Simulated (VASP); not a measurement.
# Mg2CdO3 (P-3m1) in VASP: further runs, part 2 of 2

VASP 6.6.1. Earlier steps stand in the parts before.

### Step 3. Single point, PBE

This run uses another cell than the first one, of 14.20 Å³/atom.

INCAR reads:

```
SYSTEM = Mg2CdO3
PREC = Accurate
ENCUT = 520
EDIFF = 1E-6
ISMEAR = 0
SIGMA = 0.1
LREAL = .False.
LASPH = .True.
NELM = 100
ALGO = Normal
ISIF = 2
LWAVE = .False.
LCHARG = .False.
GGA = PE
NBANDS = 26
```

KPOINTS reads:

```
Automatic mesh
0
Gamma
  6 6 2
  0 0 0
```

POSCAR reads:

```
Mg2CdO3
1.0
    3.4243900100      0.0000000000      0.0000000000
   -1.7121950100      2.9656087400      0.0000000000
    0.0000000000      0.0000000000      8.3880082100
Mg Cd O
2 1 3
Direct
    0.6666666700      0.3333333300      0.8333333300
    0.3333333300      0.6666666700      0.1666666700
    0.0000000000      0.0000000000      0.5000000000
    0.3333333300      0.6666666700      0.6666666700
    0.6666666700      0.3333333300      0.3333333300
    0.0000000000      0.0000000000      0.0000000000
```

Potentials or basis: VASP PAW PBE potentials, release 64 (Mg, Cd, O).

The run is started by

```console
$ cat potpaw_PBE.64/Mg/POTCAR potpaw_PBE.64/Cd/POTCAR potpaw_PBE.64/O/POTCAR > POTCAR
$ mpirun -np 1 vasp_std > vasp.out
```

OUTCAR:

```text
SYSTEM = Mg2CdO3
   PREC = Accurate
   ENCUT = 520
   EDIFF = 1E-6
   ISMEAR = 0
   LREAL = .False.
   LASPH = .True.
   NELM = 100
   ISIF = 2
   GGA = PE

 ion  position               nearest neighbor table
   1  0.667  0.333  0.833-   4 2.42   4 2.42   6 2.42   4 2.42   6 2.42   6 2.42   3 3.42   3 3.42
                             3 3.42   2 3.42   2 3.42   2 3.42
   2  0.333  0.667  0.167-   5 2.42   5 2.42   6 2.42   5 2.42   6 2.42   6 2.42   3 3.42   3 3.42
                             3 3.42   1 3.42   1 3.42   1 3.42
   3  0.000  0.000  0.500-   4 2.42   5 2.42   5 2.42   4 2.42   5 2.42   4 2.42   1 3.42   2 3.42
                             2 3.42   1 3.42   1 3.42   2 3.42
   4  0.333  0.667  0.667-   1 2.42   1 2.42   3 2.42   1 2.42   3 2.42   3 2.42
   5  0.667  0.333  0.333-   2 2.42   2 2.42   3 2.42   2 2.42   3 2.42   3 2.42
   6  0.000  0.000  0.000-   1 2.42   2 2.42   1 2.42   2 2.42   1 2.42   2 2.42

  LATTYP: Found a hexagonal cell.
 ALAT       =     3.4243900100
 C/A-ratio  =     2.4494897443

  Lattice vectors:

 A1 = (   3.4243900100,   0.0000000000,   0.0000000000)
 A2 = (  -1.7121950100,   2.9656087400,   0.0000000000)
 A3 = (   0.0000000000,   0.0000000000,   8.3880082100)

Analysis of symmetry for initial positions (statically):
=====================================================================
 Subroutine PRICEL returns:
 Original cell was already a primitive cell.

 Routine SETGRP: Setting up the symmetry group for a
 hexagonal supercell.

 Subroutine GETGRP returns: Found 12 space group operations
 (whereof 12 operations were pure point group operations)
 out of a pool of 24 trial point group operations.

The static configuration has the point symmetry D_3d.

Analysis of symmetry for dynamics (positions and initial velocities):
=====================================================================
 Subroutine PRICEL returns:
 Original cell was already a primitive cell.

 Routine SETGRP: Setting up the symmetry group for a
 hexagonal supercell.

 Subroutine GETGRP returns: Found 12 space group operations
 (whereof 12 operations were pure point group operations)
 out of a pool of 24 trial point group operations.

The dynamic configuration has the point symmetry D_3d.

 Subroutine INISYM returns: Found 12 space group operations
 (whereof 12 operations are pure point group operations),
 and found     1 'primitive' translations

----------------------------------------------------------------------------------------

                                     Primitive cell

  volume of cell :      85.1836

  direct lattice vectors                    reciprocal lattice vectors
     3.424390010  0.000000000  0.000000000     0.292022812  0.168599450  0.000000000
    -1.712195010  2.965608740  0.000000000     0.000000000  0.337198898  0.000000000
     0.000000000  0.000000000  8.388008210     0.000000000  0.000000000  0.119217814

  length of vectors
     3.424390010  3.424390012  8.388008210     0.337198898  0.337198898  0.119217814

  position of ions in fractional coordinates (direct lattice)
     0.666666670  0.333333330  0.833333330
     0.333333330  0.666666670  0.166666670
     0.000000000  0.000000000  0.500000000
     0.333333330  0.666666670  0.666666670
     0.666666670  0.333333330  0.333333330
     0.000000000  0.000000000  0.000000000

  ion indices of the primitive-cell ions
   primitive index   ion index
                 1           1
                 2           2
                 3           3
[... 43 lines left out ...]
  0.166667  0.166667  0.500000      6.000000
  0.333333  0.166667  0.500000     12.000000
  0.333333  0.333333  0.500000      2.000000
   k-points           NKPTS =     14   k-points in BZ     NKDIM =     14   number of bands    NBANDS=     26
   number of dos      NEDOS =    301   number of ions     NIONS =      6
   total plane-waves  NPLWV =  50176
   dimension x,y,z NGX =    28 NGY =   28 NGZ =   64
   dimension x,y,z NGXF=    56 NGYF=   56 NGZF=  128
   ions per type =               2   1   3
   NGX,Y,Z   is equivalent  to a cutoff of  13.59, 13.59, 12.68 a.u.
   NGXF,Y,Z  is equivalent  to a cutoff of  27.19, 27.19, 25.37 a.u.
 SYSTEM =  Mg2CdO3
   PREC   = accura    normal or accurate (medium, high low for compatibility)
   ISTART =      0    job   : 0-new  1-cont  2-samecut
   ICHARG =      2    charge: 1-file 2-atom 10-const
   ISPIN  =      1    spin polarized calculation?
   LNONCOLLINEAR =      F non collinear calculations
   LSORBIT =      F    spin-orbit coupling
   LASPH  =      T    aspherical Exc in radial PAW
   ENCUT  =  520.0 eV  38.22 Ry    6.18 a.u.   6.37  6.37 15.60*2*pi/ulx,y,z
   NELM   =    100;   NELMIN=  2; NELMDL= -5     # of ELM steps
   EDIFF  = 0.1E-05   stopping-criterion for ELM
   LREAL  =      F    real-space projection
   EDIFFG = 0.1E-04   stopping-criterion for IOM
   NSW    =      0    number of steps for IOM
   IBRION =     -1    ionic relax: 0-MD 1-quasi-New 2-CG
   NFREE  =      0    steps in history (QN), initial steepest desc. (CG)
   ISIF   =      2    stress and relaxation
   ISYM   =      2    0-nonsym 1-usesym 2-fastsym
   POTIM  = 0.5000    time-step for ionic-motion
   TEBEG  =    0.0;   TEEND  =   0.0 temperature during run
   PSTRESS=    0.0 pullay stress
   NELECT =      34.0000    total number of electrons
   NUPDOWN=      -1.0000    fix difference up-down
   EMIN   =  10.00;   EMAX   =-10.00  energy-range for DOS
   EFERMI =   0.00;   METHOD = LEGACY
   ISMEAR =     0;   SIGMA  =   0.10  broadening in eV -4-tet -1-fermi 0-gaus
   EFERMI_NEDOS =   21; number of points for ismear=-14 and -15
   IALGO  =     38    algorithm
   IMIX   =      4    mixing-type and parameters
     AMIX     =   0.40;   BMIX     =  1.00
     AMIX_MAG =   1.60;   BMIX_MAG =  1.00
  volume/ion in A,a.u.               =      14.20        95.81
  Fermi-wavevector in a.u.,A,eV,Ry     =   1.205357  2.277795 19.767720  1.452886
  Thomas-Fermi vector in A             =   2.341056
   LORBIT       =      0    0 simple, 1 ext, 2 COOP (PROOUT), +10 PAW based schemes
   GGA     = PE    functional components
   LHFCALC =     F    Hartree Fock is set to
   AEXX    =    0.0000 exact exchange contribution
   IVDW    =     0    specifies the selected vdW correction
   LEPSILON=     F    determine dielectric tensor
   LRPA    =     F    only Hartree local field effects (RPA)
 non-spin polarized calculation
 Gauss-broadening in eV      SIGMA  =   0.10
  energy-cutoff  :      520.00
  volume of cell :       85.18
 maximum number of plane-waves:      2324
 NGX is ok and might be reduce to    28
   NGX = 13   NGY = 13   NGZ = 31

 number of electron      34.0000006 magnetization

 Free energy of the ion-electron system (eV)
  ---------------------------------------------------
  ext. energy  EPLUGINS =         0.00000000
  ---------------------------------------------------
  free energy    TOTEN  =       -29.38973071 eV

  energy without entropy =      -29.38973071  energy(sigma->0) =      -29.38973071

 E-fermi :   1.3354     XC(G=0):  -9.9081

 val. band max:        0.9424532548   @ k =   0.0000   0.0000   0.5000
 cond. band min:       1.7176313649   @ k =   0.0000   0.0000   0.0000
 fundamental gap:      0.7751781101
 Fermi energy:         1.3353630271

 k-point     1 :       0.0000    0.0000    0.0000
  band No.  band energies     occupation
      1     -15.1678      2.00000
      2     -14.7727      2.00000
      3     -14.7012      2.00000
      4      -5.4857      2.00000
      5      -5.3594      2.00000
      6      -5.3594      2.00000
[... 395 lines left out ...]
     25      10.0590      0.00000
     26      10.1439      0.00000

------------------------ aborting loop because EDIFF is reached ----------------------------------------

  FORCE on cell =-STRESS in cart. coord.  units (eV):
  Direction    XX          YY          ZZ          XY          YZ          ZX
  --------------------------------------------------------------------------------------
  -------------------------------------------------------------------------------------
  Total      -10.1397224    -10.1397224    -10.3842068      0.0000000      0.0000000      0.0000000
  in kB     -190.7131890   -190.7131888   -195.3115786      0.0000003      0.0000000      0.0000000
  external PRESSURE =    -192.2459855 kB  Pullay stress =       0.0000000 kB

 VOLUME and BASIS-vectors are now :
 -----------------------------------------------------------------------------
  energy-cutoff  :      520.00
  volume of cell :       85.18
      direct lattice vectors                 reciprocal lattice vectors
     3.424390010  0.000000000  0.000000000     0.292022812  0.168599450  0.000000000
    -1.712195010  2.965608740  0.000000000     0.000000000  0.337198898  0.000000000
     0.000000000  0.000000000  8.388008210     0.000000000  0.000000000  0.119217814

 POSITION                                       TOTAL-FORCE (eV/Angst)
 -----------------------------------------------------------------------------------
      1.71220      0.98854      6.99001         0.000000     -0.000000      0.026832
     -0.00000      1.97707      1.39800         0.000000      0.000000     -0.026832
      0.00000      0.00000      4.19400         0.000000      0.000000     -0.000000
     -0.00000      1.97707      5.59201         0.000000      0.000000      1.288259
      1.71220      0.98854      2.79600        -0.000000      0.000000     -1.288259
      0.00000      0.00000      0.00000         0.000000      0.000000     -0.000000
 -----------------------------------------------------------------------------------
    total drift:                                0.000000      0.000000      0.000000

  FREE ENERGIE OF THE ION-ELECTRON SYSTEM (eV)
  ---------------------------------------------------
  free  energy   TOTEN  =       -29.3897307144 eV

  energy  without entropy=      -29.3897307137  energy(sigma->0) =      -29.38973071
```

OSZICAR:

```text
N       E                     dE             d eps       ncg     rms          rms(c)
DAV:   1     0.200389826676E+03    0.20039E+03   -0.16265E+04   728   0.120E+03
DAV:   2    -0.204503837483E+02   -0.22084E+03   -0.20808E+03   812   0.285E+02
DAV:   3    -0.348159791579E+02   -0.14366E+02   -0.14227E+02   868   0.745E+01
DAV:   4    -0.349163763237E+02   -0.10040E+00   -0.10032E+00   806   0.669E+00
DAV:   5    -0.349168748142E+02   -0.49849E-03   -0.49844E-03   842   0.471E-01    0.142E+01
DAV:   6    -0.295735803873E+02    0.53433E+01   -0.19640E+01   890   0.520E+01    0.957E+00
DAV:   7    -0.294735565695E+02    0.10002E+00   -0.23577E+00   744   0.107E+01    0.491E+00
DAV:   8    -0.294051634993E+02    0.68393E-01   -0.38891E-01   848   0.459E+00    0.134E+00
DAV:   9    -0.293895439925E+02    0.15620E-01   -0.39064E-02   788   0.152E+00    0.348E-01
DAV:  10    -0.293895793285E+02   -0.35336E-04   -0.55793E-03   764   0.576E-01    0.170E-01
DAV:  11    -0.293897360974E+02   -0.15677E-03   -0.19587E-03   868   0.284E-01    0.853E-02
DAV:  12    -0.293897287724E+02    0.73250E-05   -0.27096E-04   786   0.134E-01    0.131E-02
DAV:  13    -0.293897300047E+02   -0.12323E-05   -0.16787E-05   874   0.274E-02    0.428E-03
DAV:  14    -0.293897307144E+02   -0.70964E-06   -0.11886E-06   572   0.754E-03
   1 F= -.29389731E+02 E0= -.29389731E+02  d E =-.697946E-09
```

stdout:

```text
POSCAR found type information on POSCAR MgCdO
 POSCAR found :  3 types and       6 ions
 scaLAPACK will be used
 LDA part: xc-table for (Slater+PW92), standard interpolation
 POSCAR, INCAR and KPOINTS ok, starting setup
 FFT: planning ... GRIDC
 FFT: planning ... GRID_SOFT
 FFT: planning ... GRID
 WAVECAR not read
 entering main loop
```

Wall time 24 s (1 thread of Intel Xeon Platinum 8488C (Sapphire Rapids), shared host); peak memory 0.22 GiB.

Results:

- Free energy: -29.3897 eV
- Pressure: -19.2 GPa
- Largest force: 1.288 eV/Å
- Band gap on the k mesh: 0.78 eV (least direct gap 0.80 eV)

Forces in eV/Å, atoms in the order of the input:
```
Mg   0.000  0.000  0.027
Mg   0.000  0.000 -0.027
Cd   0.000  0.000  0.000
O    0.000  0.000  1.288
O    0.000  0.000 -1.288
O    0.000  0.000  0.000
```

Levels at points of the mesh, in eV from the valence-band top:
| k point | band 14 | band 15 | band 16 | band 17 | band 18 | band 19 | band 20 | band 21 |
| --- | --- | --- | --- | --- | --- | --- | --- | --- |
| (0.00, 0.00, 0.00) | -0.40 | -0.40 | -0.03 | -0.03 | 0.78 | 4.17 | 4.29 | 8.64 |
| (0.50, 0.00, 0.00) | -1.21 | -0.83 | -0.59 | -0.22 | 4.91 | 5.77 | 6.00 | 7.60 |
| (0.00, 0.00, 0.50) | -0.51 | -0.51 | 0.00 | 0.00 | 2.13 | 2.64 | 5.10 | 7.74 |
| (0.50, 0.00, 0.50) | -1.21 | -0.97 | -0.21 | -0.16 | 5.09 | 5.19 | 6.17 | 7.80 |

Caveat: the cell stands under tension; semilocal functionals underestimate gaps, and a narrow one can read as zero; forces of over 1 eV/Å act on the atoms, so gaps and moduli don't describe the material at rest.
